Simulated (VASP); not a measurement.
The system is ZnHg3.

```
Zn Hg
1.0
     4.56323    0.00000    0.00000
     0.00000    4.56323    0.00000
     0.00000    0.00000    4.56323
Zn Hg
1 3
Direct
  0.50000 0.50000 0.50000
  0.50000 0.00000 0.00000
  0.00000 0.50000 0.00000
  0.00000 0.00000 0.50000
```

* Program: VASP 6.6.1
* Task: relaxation of volume and atoms at fixed shape
* Functional: LDA
* Potentials or basis: VASP PAW LDA potentials, release 64 (Zn, Hg)
* Cutoff: 600 eV
* k mesh: 10 × 10 × 10
* Occupations: methfessel-paxton, width 0.1 eV
* Spin: no spin polarisation

At the start: pressure -5.7 GPa; volume 23.76 Å³/atom.

**Question.** Where does the relaxation end?

**Answer.** Over 3 steps the energy falls by 80.7 meV/atom and the volume is 20.20 Å³/atom (-15.0 %); space group Pm-3m (No. 221, to 0.1 Å) before and after.

Step by step:
```
step  energy change (eV)  largest force (eV/Å)  pressure (GPa)  volume (Å³)
   1              0.0000                0.0000           -5.75        95.02
   2             -0.3005                0.0000           -2.06        83.77
   3             -0.3227                0.0000           -0.14        80.78
```

Final structure:
```cif
data_structure
_symmetry_space_group_name_H-M 'P 1'
_symmetry_Int_Tables_number 1
_cell_length_a 4.3229
_cell_length_b 4.3229
_cell_length_c 4.3229
_cell_angle_alpha 90.000
_cell_angle_beta 90.000
_cell_angle_gamma 90.000
_cell_volume 80.78
loop_
_atom_site_label
_atom_site_type_symbol
_atom_site_fract_x
_atom_site_fract_y
_atom_site_fract_z
_atom_site_occupancy
Zn1 Zn 0.50000 0.50000 0.50000 1
Hg1 Hg 0.50000 0.00000 0.00000 1
Hg2 Hg 0.00000 0.50000 0.00000 1
Hg3 Hg 0.00000 0.00000 0.50000 1
```

Caveat: the highest band is partly filled, so the run has too few bands.
